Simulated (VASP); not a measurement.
Here is a VASP 6.6.1 calculation.

File INCAR:

```
PREC = Accurate ; ENCUT = 520
EDIFF = 1E-7 ; ISMEAR = 0
SIGMA = 0.15 ; LREAL = F
LASPH = T ; NELM = 60
ALGO = Fast ; ISIF = 2
LWAVE = F ; LCHARG = F
GGA = CA ; NBANDS = 13
```

File KPOINTS:

```
regular mesh
0
Gamma
  20 20 20
```

The input POSCAR:

```
W
1.0
    0.0000000000      2.3345000000      2.0300000000
    2.0300000000      0.0000000000      2.0300000000
    2.0300000000      2.3345000000      0.0000000000
W
1
Direct
    0.0000000000      0.0000000000      0.0000000000
```

Potentials or basis: VASP PAW LDA potentials, release 64 (W_sv).

Command:

```bash
$ cat potpaw_LDA.64/W_sv/POTCAR > POTCAR
$ mpirun -np 1 vasp_std > vasp.out
```

Task: Estimate the pressure.

Result: -41.2 GPa.

Task: Estimate the band gap on the k mesh.

Result: Zero (band 7 reaches 11.61 eV, above the bottom of band 8 at 8.11 eV).

Stress tensor (GPa, compression positive):
```
-43.81   0.00   0.00
  0.00 -36.04   0.00
  0.00   0.00 -43.81
```

Caveat: the cell differs from its parent crystal (strain +0.1500 x Voigt [0, 1, 0, 0, 0, 0]); spin-orbit coupling is left out, which moves the levels of the heavy elements.
